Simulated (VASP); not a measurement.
Set up this calculation in VASP 6.6.1, as the native input.

| Property | Result |
| --- | --- |
| Task | single point |
| Functional | PBE |
| Potentials or basis | VASP PAW PBE potentials, release 64 (H, Os) |
| Cutoff | 520 eV |
| k mesh | 18 × 18 × 6 |
| Occupations | gaussian, width 0.1 eV |
| Spin | no spin polarisation |
| Dipole correction | no |
| Further INCAR settings | ALGO = Normal; EDIFF = 1e-07; NBANDS = 21 |

The structure of H2Os3 lies in POSCAR:

```
H2Os3
1.0
    2.8428668012      0.0000000000      0.0000000000
   -1.4214334006      2.4619948694      0.0000000000
    0.0000000000      0.0000000000      7.0411633263
H Os
2 3
Direct
    0.6666666667      0.3333333333      0.1925423906
    0.6666666667      0.3333333333      0.8074576094
    0.0000000000      0.0000000000      0.3209671784
    0.0000000000      0.0000000000      0.6790328216
    0.3333333333      0.6666666667      0.0000000000
```

The cell was built from a structure type or drawn by symmetry, and may not be a known phase.

One way to write it, as run:

INCAR

```
SYSTEM = H2Os3
  PREC = Accurate
  ENCUT = 520
  EDIFF = 1E-7
  ISMEAR = 0
  SIGMA = 0.1
  LREAL = .False.
  LASPH = .True.
  NELM = 100
  ALGO = Normal
  ISIF = 2
  LWAVE = .False.
  LCHARG = .False.
  GGA = PE
  NBANDS = 21
```

KPOINTS

```
regular mesh
0
Gamma
  18 18 6
  0 0 0
```

Potentials or basis: VASP PAW PBE potentials, release 64 (H, Os).

Run with:

```console
$ cat potpaw_PBE.64/H/POTCAR potpaw_PBE.64/Os/POTCAR > POTCAR
$ mpirun -np 1 vasp_std > vasp.out
```

It gave:

```
Pressure               : 0.6 GPa
Largest force          : 0.129 eV/Å
Band gap on the k mesh : zero (bands 13 and 14 overlap by 3.03 eV)
```

Caveat: spin-orbit coupling is left out, which moves the levels of the heavy elements.

Run time: 92 s on 1 thread of Intel(R) Xeon(R) 6975P-C (Granite Rapids) (shared host), peak memory 0.27 GiB.
